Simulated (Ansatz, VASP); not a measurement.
# Al5As: VASP beside Ansatz

```xyz
6
Lattice="4.5873 0.0000 0.0000 -2.2937 3.9727 0.0000 0.0000 0.0000 5.8847" Properties=species:S:1:pos:R:3 pbc="T T T"
Al    0.0000    2.6485    1.4563
Al    0.0000    2.6485    4.4284
Al    2.2937    1.3242    4.4284
Al    2.2937    1.3242    1.4563
Al    0.0000    0.0000    2.9423
As    0.0000    0.0000    0.0000
```

Alike in both runs: functional PBE; k mesh 6 × 6 × 4; occupations gaussian, width 0.1 eV; no spin polarisation.

Ansatz relaxed the structure, and its values are those at the end. VASP's run is a single point on that final structure, the one shown.

|  | VASP | Ansatz |
| --- | --- | --- |
| version | VASP 6.6.1 | Ansatz 0.2.0 |
| potentials or method | VASP PAW PBE potentials, release 64 (Al, As), cutoff 520 eV | scalar-relativistic, plane waves, PAW |
| valence electrons in the cell | 20 | 30 |

```csv
,VASP,Ansatz,Ansatz less VASP
gap on the k mesh at the Fermi level (eV),none,none,-
pressure (GPa),0.0,0.0,0.00
rms of the force components (eV/Å),0.003,0.003,+0.0006
```

A gap of «none» marks a metal or a gap that the smearing closes. VASP's potentials hold 20 valence electrons a cell and Ansatz's 30, so a difference there can come from the potentials and not from the codes.
